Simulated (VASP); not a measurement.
# CdS in VASP: further runs, part 2 of 2

VASP 6.6.1. The steps go on from the part before.

### 3 Single point, r2SCAN

This run uses another cell than the first one, of 21.84 Å³/atom, 1.025 times its volume.

Input file POSCAR:

```
CdS
1.0
    0.0000000000      2.7950788809      2.7950788809
    2.7950788809      0.0000000000      2.7950788809
    2.7950788809      2.7950788809      0.0000000000
Cd S
1 1
Direct
    0.0000000000      0.0000000000      0.0000000000
    0.5000000000      0.5000000000      0.5000000000
```

Input file INCAR.step1:

```
SYSTEM = CdS
  PREC = Accurate
  ENCUT = 520
  ISMEAR = 0
  SIGMA = 0.05
  LREAL = .False.
  LASPH = .True.
  NELM = 100
  NBANDS = 16
  GGA = PE
  ALGO = Normal
  EDIFF = 1E-4
  LWAVE = .True.
  LCHARG = .False.
```

Input file INCAR.step2:

```
SYSTEM = CdS
  PREC = Accurate
  ENCUT = 520
  EDIFF = 1E-7
  ISMEAR = 0
  SIGMA = 0.05
  LREAL = .False.
  LASPH = .True.
  NELM = 100
  ALGO = Normal
  ISIF = 2
  LWAVE = .False.
  LCHARG = .False.
  METAGGA = R2SCAN
  LMIXTAU = .True.
  NBANDS = 16
  ISTART = 1
```

Input file KPOINTS:

```
regular mesh
0
Gamma
  8 8 8
  0 0 0
```

Potentials or basis: VASP PAW PBE potentials, release 64 (Cd, S).

Started as:

```
> cat potpaw_PBE.64/Cd/POTCAR potpaw_PBE.64/S/POTCAR > POTCAR
> cp INCAR.step1 INCAR
> mpirun -np 1 vasp_std > vasp.out
> cp INCAR.step2 INCAR
> mpirun -np 1 vasp_std > vasp.out
```

Run time: 77 s. Hardware: 1 thread of Intel Xeon Platinum 8375C at 2.90GHz (Ice Lake), shared host; peak memory 0.17 GiB.

The run converged. Its results:

| Item | Value |
| --- | --- |
| Free energy | -29.4789 eV |
| Pressure | -4.8 GPa |
| Band gap on the k mesh | 0.72 eV, indirect (least direct gap 1.85 eV) |

Levels at points of the mesh, in eV from the valence-band top:
| k point | band 5 | band 6 | band 7 | band 8 | band 9 | band 10 | band 11 | band 12 | band 13 | band 14 |
| --- | --- | --- | --- | --- | --- | --- | --- | --- | --- | --- |
| (0.00, 0.00, 0.00) | -7.73 | -7.73 | -0.61 | -0.61 | -0.61 | 1.23 | 9.70 | 9.70 | 9.70 | 11.87 |
| (0.50, 0.00, 0.00) | -7.57 | -7.57 | -4.55 | 0.00 | 0.00 | 4.09 | 6.49 | 6.49 | 6.94 | 12.70 |
| (0.50, 0.50, 0.00) | -7.52 | -6.92 | -3.86 | -1.90 | -1.90 | 0.72 | 6.51 | 10.25 | 11.68 | 11.68 |

Caveat: the PAW data sets were made with another functional, which shifts forces and pressure a little. r2SCAN opens gaps a little over a GGA but as a rule still falls short of measured ones.

### 4 Single point, r2SCAN

This run uses another cell than the first one, of 18.79 Å³/atom, 0.882 times its volume.

Input file POSCAR:

```
CdS
1.0
    0.0000000000      2.6587335697      2.6587335697
    2.6587335697      0.0000000000      2.6587335697
    2.6587335697      2.6587335697      0.0000000000
Cd S
1 1
Direct
   -0.0021230927      0.0021230927      0.0021230927
    0.5074443337      0.4925556663      0.4925556663
```

Input file INCAR.step1:

```
ALGO     = Normal         # electronic algorithm
EDIFF    = 1E-4           # SCF threshold, eV
ENCUT    = 520            # plane-wave cutoff, eV
GGA      = PE             # functional
ISMEAR   = 0              # smearing method
LASPH    = True           # aspherical terms in the spheres
LCHARG   = False          # write CHGCAR
LREAL    = False          # projectors in reciprocal space
LWAVE    = True           # write WAVECAR
NBANDS   = 16             # bands
NELM     = 100            # most SCF steps
PREC     = Accurate       # precision mode
SIGMA    = 0.05           # smearing width, eV
```

Input file INCAR.step2:

```
ALGO     = Normal         # electronic algorithm
EDIFF    = 1E-6           # SCF threshold, eV
ENCUT    = 520            # plane-wave cutoff, eV
ISIF     = 2              # what is computed and relaxed
ISMEAR   = 0              # smearing method
ISTART   = 1            
LASPH    = True           # aspherical terms in the spheres
LCHARG   = False          # write CHGCAR
LMIXTAU  = True         
LREAL    = False          # projectors in reciprocal space
LWAVE    = False          # write WAVECAR
METAGGA  = R2SCAN         # meta-GGA
NBANDS   = 16             # bands
NELM     = 100            # most SCF steps
PREC     = Accurate       # precision mode
SIGMA    = 0.05           # smearing width, eV
```

Input file KPOINTS:

```
k-points
0
Gamma
  8 8 8
```

Started as:

```
> cat potpaw_PBE.64/Cd/POTCAR potpaw_PBE.64/S/POTCAR > POTCAR
> cp INCAR.step1 INCAR
> mpirun -np 1 vasp_std > vasp.out
> cp INCAR.step2 INCAR
> mpirun -np 1 vasp_std > vasp.out
```

It took 94 s on 1 thread of Intel Xeon Platinum 8375C at 2.90GHz (Ice Lake), shared host; peak memory 0.18 GiB.

It converged, with:

```yaml
Free_energy: -29.4451 eV
Pressure: 8.2 GPa
Largest_force: 0.167 eV/Å
Band_gap_on_the_k_mesh: 0.72 eV, indirect (least direct gap 2.93 eV)
```

Forces on the atoms (eV/Å):
```
Cd  -0.167  0.000  0.000
S    0.167  0.000  0.000
```

Stress tensor (GPa, compression positive):
```
8.47 0.00 0.00
0.00 8.08 0.00
0.00 0.00 8.08
```

Levels at points of the mesh, in eV from the valence-band top:
| k point | band 7 | band 8 | band 9 | band 10 | band 11 | band 12 |
| --- | --- | --- | --- | --- | --- | --- |
| (0.00, 0.00, 0.00) | -0.95 | -0.95 | -0.95 | 1.98 | 9.73 | 9.73 |
| (0.50, 0.00, 0.00) | -5.30 | 0.00 | 0.00 | 3.99 | 6.39 | 6.40 |
| (0.50, 0.50, 0.00) | -4.91 | -2.55 | -2.54 | 0.72 | 6.29 | 11.33 |
| (0.00, 0.50, 0.50) | -4.92 | -2.55 | -2.55 | 0.72 | 6.30 | 11.34 |

Caveat: the PAW data sets were made with another functional, which shifts forces and pressure a little. r2SCAN opens gaps a little over a GGA but as a rule still falls short of measured ones.

### 5 Single point, r2SCAN

This run uses another cell than the first one, of 18.79 Å³/atom, 0.882 times its volume.

Input file POSCAR:

```
CdS
1.0
    0.0000000000      2.6587335697      2.6587335697
    2.6587335697      0.0000000000      2.6587335697
    2.6587335697      2.6587335697      0.0000000000
Cd S
1 1
Direct
   -0.0042461853      0.0042461853      0.0042461853
    0.5148886675      0.4851113325      0.4851113325
```

Input file INCAR.step1:

```
ALGO = Normal
EDIFF = 1E-4
ENCUT = 520
GGA = PE
ISMEAR = 0
LASPH = True
LCHARG = False
LREAL = False
LWAVE = True
NBANDS = 16
NELM = 100
PREC = Accurate
SIGMA = 0.05
```

Input file INCAR.step2:

```
ALGO = Normal
EDIFF = 1E-6
ENCUT = 520
ISIF = 2
ISMEAR = 0
ISTART = 1
LASPH = True
LCHARG = False
LMIXTAU = True
LREAL = False
LWAVE = False
METAGGA = R2SCAN
NBANDS = 16
NELM = 100
PREC = Accurate
SIGMA = 0.05
```

KPOINTS is that of step 4.

Started as:

```
> cat potpaw_PBE.64/Cd/POTCAR potpaw_PBE.64/S/POTCAR > POTCAR
> cp INCAR.step1 INCAR
> mpirun -np 1 vasp_std > vasp.out
> cp INCAR.step2 INCAR
> mpirun -np 1 vasp_std > vasp.out
```

Wall time 96 s (1 thread of Intel Xeon Platinum 8375C at 2.90GHz (Ice Lake), shared host); peak memory 0.19 GiB.

Results (log left out):

* Free energy: -29.4320 eV
* Pressure: 8.5 GPa
* Largest force: 0.351 eV/Å
* Band gap on the k mesh: 0.74 eV, indirect (least direct gap 2.91 eV)

Forces on the atoms (eV/Å):
```
Cd  -0.351  0.000  0.000
S    0.351  0.000  0.000
```

Stress tensor (GPa, compression positive):
```
9.55 0.00 0.00
0.00 7.99 0.00
0.00 0.00 7.99
```

Levels at points of the mesh, in eV from the valence-band top:
```tsv
k point	band 5	band 6	band 7	band 8	band 9	band 10	band 11	band 12	band 13	band 14
(0.00, 0.00, 0.00)	-8.04	-8.04	-0.93	-0.93	-0.92	1.99	9.70	9.70	9.72	12.01
(0.50, 0.00, 0.00)	-7.78	-7.78	-5.29	-0.01	0.00	4.01	6.41	6.43	8.30	13.41
(0.50, 0.50, 0.00)	-7.70	-6.80	-4.90	-2.53	-2.51	0.74	6.27	11.35	12.94	12.97
(0.00, 0.50, 0.50)	-7.70	-6.80	-4.93	-2.54	-2.54	0.75	6.31	11.37	12.92	12.92
```

Caveat: the PAW data sets were made with another functional, which shifts forces and pressure a little.

### 6 Single point, r2SCAN

This run uses another cell than the first one, of 19.28 Å³/atom, 0.905 times its volume.

Input file POSCAR:

```
CdS
1.0
    0.0000000000      2.6813668913      2.6813668913
    2.6813668913      0.0000000000      2.6813668913
    2.6813668913      2.6813668913      0.0000000000
Cd S
1 1
Direct
   -0.0021230927      0.0021230927      0.0021230927
    0.5074443337      0.4925556663      0.4925556663
```

Input file INCAR.step1:

```
  PREC = Accurate
  ENCUT = 520
  ISMEAR = 0
  SIGMA = 0.05
  LREAL = False
  LASPH = True
  NELM = 60
  NBANDS = 16
  GGA = PE
  ALGO = Normal
  EDIFF = 1E-4
  LWAVE = True
  LCHARG = False
```

Input file INCAR.step2:

```
  PREC = Accurate
  ENCUT = 520
  EDIFF = 1E-7
  ISMEAR = 0
  SIGMA = 0.05
  LREAL = False
  LASPH = True
  NELM = 60
  ALGO = Normal
  ISIF = 2
  LWAVE = False
  LCHARG = False
  METAGGA = R2SCAN
  LMIXTAU = True
  NBANDS = 16
  ISTART = 1
```

Input file KPOINTS:

```
Automatic mesh
0
Gamma
  8 8 8
```

Potentials or basis: VASP PAW PBE potentials, release 64 (Cd, S).

Started as:

```
> cat potpaw_PBE.64/Cd/POTCAR potpaw_PBE.64/S/POTCAR > POTCAR
> cp INCAR.step1 INCAR
> mpirun -np 1 vasp_std > vasp.out
> cp INCAR.step2 INCAR
> mpirun -np 1 vasp_std > vasp.out
```

Wall time 63 s (1 thread of Intel Xeon 6975P-C (Granite Rapids), shared host); peak memory 0.19 GiB.

The run converged. Its results:

```
Free energy            : -29.4861 eV
Pressure               : 5.4 GPa
Largest force          : 0.143 eV/Å
Band gap on the k mesh : 0.73 eV, indirect (least direct gap 2.73 eV)
```

Forces on the atoms (eV/Å):
```
Cd  -0.143  0.000  0.000
S    0.143  0.000  0.000
```

Stress tensor (GPa, compression positive):
```
5.59 0.00 0.00
0.00 5.24 0.00
0.00 0.00 5.24
```

Levels at points of the mesh, in eV from the valence-band top:
| k point | band 5 | band 6 | band 7 | band 8 | band 9 | band 10 | band 11 | band 12 | band 13 | band 14 |
| --- | --- | --- | --- | --- | --- | --- | --- | --- | --- | --- |
| (0.00, 0.00, 0.00) | -7.98 | -7.97 | -0.88 | -0.88 | -0.88 | 1.84 | 9.73 | 9.73 | 9.73 | 11.98 |
| (0.50, 0.00, 0.00) | -7.73 | -7.73 | -5.17 | 0.00 | 0.00 | 4.02 | 6.42 | 6.43 | 8.06 | 13.30 |
| (0.50, 0.50, 0.00) | -7.66 | -6.82 | -4.72 | -2.42 | -2.42 | 0.73 | 6.34 | 11.15 | 12.70 | 12.71 |
| (0.00, 0.50, 0.50) | -7.66 | -6.82 | -4.72 | -2.43 | -2.43 | 0.73 | 6.34 | 11.16 | 12.70 | 12.70 |

Caveat: the PAW data sets were made with another functional, which shifts forces and pressure a little. A k mesh can miss the band edges.

### 7 Overview

| cell | gap on the mesh (eV) | pressure (GPa) | largest force (eV/Å) |
| --- | --- | --- | --- |
| a = 3.921 Å, angles 60.0°, 2 atoms | 0.73 | -3.3 | - |
| a = 3.953 Å, angles 60.0°, 2 atoms | 0.72 | -4.8 | - |
| a = 3.760 Å, angles 60.0°, 2 atoms | 0.74 | 8.5 | 0.35 |
| a = 3.792 Å, angles 60.0°, 2 atoms | 0.73 | 5.4 | 0.14 |

Some of these runs hold the atoms at other places in the same cell, which the table doesn't show; runs alike in all that it shows share one row.

Alike in all rows: task single point; level r2SCAN; potentials or basis VASP PAW PBE potentials, release 64 (Cd, S); no spin polarisation; k mesh 8 × 8 × 8; cutoff (eV) 520; smearing gaussian 0.05 eV.

Caveats: the PAW data sets were made with another functional, which shifts forces and pressure a little.

Absolute energies hang on the potentials; compare differences alone.
